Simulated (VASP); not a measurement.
# SrMg (P-6m2) in VASP: single point with LDA

Aim: the single point of SrMg with LDA.

Program: VASP 6.6.1. These are calculated values, not measurements. Logs are shortened: lines on timing, memory, paths and dates and some standing lists are left out, and cuts for length are marked.

## 1. The cell of the first run

Symmetry: P-6m2, No. 187, hexagonal system. Conventional cell: a = 4.052 Å, b = 4.052 Å, c = 5.589 Å, α = 90.00°, β = 90.00°, γ = 120.00°. Sr (site symmetry -6m2) has 6 Mg at 3.64 Å and 6 Sr at 4.05 Å within 4.8 Å. Mg (site symmetry -6m2) has 6 Sr at 3.64 Å and 6 Mg at 4.05 Å within 4.8 Å.

## 2. Single point, LDA

The input, INCAR:

```
SYSTEM = SrMg
PREC = Accurate
ENCUT = 600
EDIFF = 1E-6
ISMEAR = -1
SIGMA = 0.1
LREAL = .False.
LASPH = .True.
NELM = 120
ALGO = Normal
ISIF = 2
LWAVE = .False.
LCHARG = .True.
GGA = CA
LELF = .True.
LVHAR = .True.
NBANDS = 13
GGA_COMPAT = .False.
```

The input, KPOINTS:

```
regular mesh
0
Gamma
  7 7 4
  0 0 0
```

The input, POSCAR:

```
SrMg
1.0
    4.0516743400      0.0000000000      0.0000000000
   -2.0258371700      3.5088529000      0.0000000000
    0.0000000000      0.0000000000      5.5893800000
Sr Mg
1 1
Direct
    0.0000000000      0.0000000000      0.0000000000
    0.6666666667      0.3333333333      0.5000000000
```

Potentials or basis: VASP PAW LDA potentials, release 64 (Sr_sv, Mg).

Run with:

```sh
$ cat potpaw_LDA.64/Sr_sv/POTCAR potpaw_LDA.64/Mg/POTCAR > POTCAR
$ mpirun -np 1 vasp_std > vasp.out
```

OUTCAR:

```text
SYSTEM = SrMg
   PREC = Accurate
   ENCUT = 600
   EDIFF = 1E-6
   ISMEAR = -1
   LREAL = .False.
   LASPH = .True.
   NELM = 120
   ISIF = 2
   GGA = CA

 ion  position               nearest neighbor table
   1  0.000  0.000  0.000-   2 3.64   2 3.64   2 3.64   2 3.64   2 3.64   2 3.64
   2  0.667  0.333  0.500-   1 3.64   1 3.64   1 3.64   1 3.64   1 3.64   1 3.64

  LATTYP: Found a hexagonal cell.
 ALAT       =     4.0516743400
 C/A-ratio  =     1.3795235083

  Lattice vectors:

 A1 = (   4.0516743400,   0.0000000000,   0.0000000000)
 A2 = (  -2.0258371700,   3.5088529000,   0.0000000000)
 A3 = (   0.0000000000,   0.0000000000,   5.5893800000)

Analysis of symmetry for initial positions (statically):
=====================================================================
 Subroutine PRICEL returns:
 Original cell was already a primitive cell.

 Routine SETGRP: Setting up the symmetry group for a
 hexagonal supercell.

 Subroutine GETGRP returns: Found 12 space group operations
 (whereof 12 operations were pure point group operations)
 out of a pool of 24 trial point group operations.

The static configuration has the point symmetry D_3h.

Analysis of symmetry for dynamics (positions and initial velocities):
=====================================================================
 Subroutine PRICEL returns:
 Original cell was already a primitive cell.

 Routine SETGRP: Setting up the symmetry group for a
 hexagonal supercell.

 Subroutine GETGRP returns: Found 12 space group operations
 (whereof 12 operations were pure point group operations)
 out of a pool of 24 trial point group operations.

The dynamic configuration has the point symmetry D_3h.

 Subroutine INISYM returns: Found 12 space group operations
 (whereof 12 operations are pure point group operations),
 and found     1 'primitive' translations

----------------------------------------------------------------------------------------

                                     Primitive cell

  volume of cell :      79.4627

  direct lattice vectors                    reciprocal lattice vectors
     4.051674340  0.000000000  0.000000000     0.246811544  0.142496712  0.000000000
    -2.025837170  3.508852900  0.000000000     0.000000000  0.284993423  0.000000000
     0.000000000  0.000000000  5.589380000     0.000000000  0.000000000  0.178910720

  length of vectors
     4.051674340  4.051674335  5.589380000     0.284993423  0.284993423  0.178910720

  position of ions in fractional coordinates (direct lattice)
[... 87 lines left out ...]
   TEBEG  =    0.0;   TEEND  =   0.0 temperature during run
   PSTRESS=    0.0 pullay stress
   NELECT =      12.0000    total number of electrons
   NUPDOWN=      -1.0000    fix difference up-down
   EMIN   =  10.00;   EMAX   =-10.00  energy-range for DOS
   EFERMI =   0.00;   METHOD = LEGACY
   ISMEAR =    -1;   SIGMA  =   0.10  broadening in eV -4-tet -1-fermi 0-gaus
   EFERMI_NEDOS =   21; number of points for ismear=-14 and -15
   IALGO  =     38    algorithm
   IMIX   =      4    mixing-type and parameters
     AMIX     =   0.40;   BMIX     =  1.00
     AMIX_MAG =   1.60;   BMIX_MAG =  1.00
  volume/ion in A,a.u.               =      39.73       268.12
  Fermi-wavevector in a.u.,A,eV,Ry     =   0.871795  1.647453 10.340777  0.760026
  Thomas-Fermi vector in A             =   1.990953
   LORBIT       =      0    0 simple, 1 ext, 2 COOP (PROOUT), +10 PAW based schemes
   GGA     = CA    functional components
   LHFCALC =     F    Hartree Fock is set to
   AEXX    =    0.0000 exact exchange contribution
   IVDW    =     0    specifies the selected vdW correction
   LEPSILON=     F    determine dielectric tensor
   LRPA    =     F    only Hartree local field effects (RPA)
 non-spin polarized calculation
  energy-cutoff  :      600.00
  volume of cell :       79.46
 maximum number of plane-waves:      2663
   NGX = 17   NGY = 17   NGZ = 23

 number of electron      12.0000000 magnetization

 Free energy of the ion-electron system (eV)
  ---------------------------------------------------
  ext. energy  EPLUGINS =         0.00000000
  ---------------------------------------------------
  free energy    TOTEN  =        -3.49092711 eV

  energy without entropy =       -3.43302420  energy(sigma->0) =       -3.46197565

 E-fermi :   1.5165     XC(G=0):  -7.8609

 val. band max:        1.4697616418   @ k =   0.2857   0.2857   0.5000
 cond. band min:       1.5293362679   @ k =   0.2857   0.1429   0.0000
 fundamental gap:      0.0595746261
 Fermi energy:         1.5165141532

 k-point     1 :       0.0000    0.0000    0.0000
  band No.  band energies     occupation
      1     -34.5607      2.00000
      2     -16.6873      2.00000
      3     -16.5402      2.00000
      4     -16.5402      2.00000
      5      -3.1989      2.00000
      6       1.0020      1.98841
      7       1.9649      0.02232
      8       4.0172      0.00000
      9       4.0172      0.00000
     10       5.7333      0.00000
     11       5.7333      0.00000
     12       7.1782      0.00000
     13       8.4366      0.00000
[... 354 lines left out ...]
  band No.  band energies     occupation
      1     -34.5389      2.00000
      2     -16.7534      2.00000
      3     -16.6848      2.00000
      4     -16.6486      2.00000
      5      -0.0374      2.00000
      6       1.4627      1.26263
      7       1.4698      1.22960
      8       2.3050      0.00075
      9       2.3238      0.00062
     10       4.0427      0.00000
     11       6.2754      0.00000
     12       6.6096      0.00000
     13       6.9181      0.00000

------------------------ aborting loop because EDIFF is reached ----------------------------------------

  FORCE on cell =-STRESS in cart. coord.  units (eV):
  Direction    XX          YY          ZZ          XY          YZ          ZX
  --------------------------------------------------------------------------------------
  -------------------------------------------------------------------------------------
  Total       -0.7028875     -0.7028875     -0.9730885      0.0000000      0.0000000     -0.0000000
  in kB      -14.1720630    -14.1720630    -19.6200272      0.0000000      0.0000000     -0.0000000
  external PRESSURE =     -15.9880511 kB  Pullay stress =       0.0000000 kB

 VOLUME and BASIS-vectors are now :
 -----------------------------------------------------------------------------
  energy-cutoff  :      600.00
  volume of cell :       79.46
      direct lattice vectors                 reciprocal lattice vectors
     4.051674340  0.000000000  0.000000000     0.246811544  0.142496712  0.000000000
    -2.025837170  3.508852900  0.000000000     0.000000000  0.284993423  0.000000000
     0.000000000  0.000000000  5.589380000     0.000000000  0.000000000  0.178910720

 POSITION                                       TOTAL-FORCE (eV/Angst)
 -----------------------------------------------------------------------------------
      0.00000      0.00000      0.00000         0.000000     -0.000000      0.000000
      2.02584      1.16962      2.79469        -0.000000      0.000000      0.000000
 -----------------------------------------------------------------------------------
    total drift:                                0.000000     -0.000000     -0.000000

  FREE ENERGIE OF THE ION-ELECTRON SYSTEM (eV)
  ---------------------------------------------------
  free  energy   TOTEN  =        -3.4909271071 eV

  energy  without entropy=       -3.4330241995  energy(sigma->0) =       -3.46197565
```

stdout:

```text
POSCAR found type information on POSCAR SrMg
 POSCAR found :  2 types and       2 ions
 scaLAPACK will be used
 LDA part: xc-table for (Slater(with rela. corr.)+CA(PZ))
 , standard interpolation
 POSCAR, INCAR and KPOINTS ok, starting setup
 FFT: planning ... GRIDC
 FFT: planning ... GRID_SOFT
 FFT: planning ... GRID
 WAVECAR not read
 entering main loop
```

Wall time 34 s (1 thread of Intel Xeon 8259CL, shared host); peak memory 0.19 GiB.

What came out:

- Free energy: -3.4909 eV
- Pressure: -1.6 GPa
- Band gap on the k mesh: zero (band 6 reaches 1.85 eV, above the bottom of band 7 at 1.21 eV)
